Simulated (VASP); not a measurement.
Set up this calculation in VASP 6.6.1, as the native input.

- Task: relaxation of the atoms
- Functional: PBE
- Potentials or basis: VASP PAW PBE potentials, release 64 (Hg, Te)
- Cutoff: 520 eV
- k mesh: 14 × 14 × 14
- Occupations: fermi-dirac, width 0.05 eV
- Spin: no spin polarisation
- Dipole correction: no
- Further INCAR settings: ALGO = Normal; EDIFF = 1e-07; IBRION = 2; EDIFFG = -0.02; NSW = 80

The structure of HgTe lies in POSCAR:

```
HgTe
1.0
    0.0000000000      2.9215000000      2.8338550000
    2.9215000000      0.0000000000      2.8338550000
    2.9215000000      2.9215000000      0.0000000000
Hg Te
1 1
Direct
    0.0000000000      0.0000000000      0.0000000000
    0.5000000000      0.5000000000      0.5000000000
```

This cell differs from its parent crystal: z stretched by -3 %.

One way to write it, as run:

INCAR

```
PREC = Accurate ; ENCUT = 520
EDIFF = 1E-7 ; ISMEAR = -1
SIGMA = 0.05 ; LREAL = F
LASPH = T ; NELM = 60
ALGO = Normal ; ISIF = 2
LWAVE = F ; LCHARG = F
GGA = PE ; IBRION = 2
NSW = 80 ; EDIFFG = -0.02
KPAR = 4
```

KPOINTS

```
regular mesh
0
Gamma
  14 14 14
```

Potentials or basis: VASP PAW PBE potentials, release 64 (Hg, Te).

The run is started by

```console
$ cat potpaw_PBE.64/Hg/POTCAR potpaw_PBE.64/Te/POTCAR > POTCAR
$ mpirun -np 4 vasp_std > vasp.out
```

It gave:

```json
{"Pressure after relaxing": "14.1 GPa", "Band gap on the k mesh": "zero (bands 9 and 10 overlap by 3.63 eV)"}
```

Caveat: the cell differs from its parent crystal (z stretched by -3 %); the relaxation stopped at its first step, so nothing moved; spin-orbit coupling is left out, which moves the levels of the heavy elements.

Run time: 73 s on 4 MPI ranks on Oxide Virtual Turin-like Processor, with other jobs on the host, peak memory 0.28 GiB a rank.
